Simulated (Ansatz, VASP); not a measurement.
**TiSi2: VASP beside Ansatz**

```
Ti Si
1.0
    -1.42775    1.65469    4.06256
     1.42775   -1.65469    4.06256
     1.42775    1.65469   -4.06256
Ti Si
1 2
Direct
  0.00000 0.00000 0.00000
  0.31280 0.31280 0.00000
  0.68720 0.68720 0.00000
```

Alike in both runs: task single point; functional LDA; k mesh 18 × 18 × 18; occupations gaussian, width 0.15 eV; no spin polarisation.

|  | VASP | Ansatz |
| --- | --- | --- |
| version | VASP 6.6.1 | Ansatz 0.2.0 |
| potentials or method | VASP PAW LDA potentials, release 64 (Ti_sv, Si), cutoff 520 eV | scalar-relativistic, plane waves, PAW |
| valence electrons in the cell | 20 | 20 |

Ansatz gave:

| Quantity | Value |
| --- | --- |
| gap on the k mesh at the Fermi level (eV) | none |
| pressure (GPa) | 11.8 |
| traceless stress, the component that is largest in VASP (GPa) | -3.58 |
| rms of the force components (eV/Å) | 0.828 |

Estimate VASP's values.

gap on the k mesh at the Fermi level (eV): none; pressure (GPa): 11.9; traceless stress, the component that is largest in VASP (GPa): -3.55; rms of the force components (eV/Å): 0.827.

Ansatz warns that its potentials were made for another functional, while VASP's fit it. LDA's correlation is that of Perdew and Zunger in VASP and of Perdew and Wang (1992) in Ansatz. Atom by atom the forces differ by 0.000 eV/Å (rms over components). A gap of «none» marks a metal or a gap that the smearing closes.
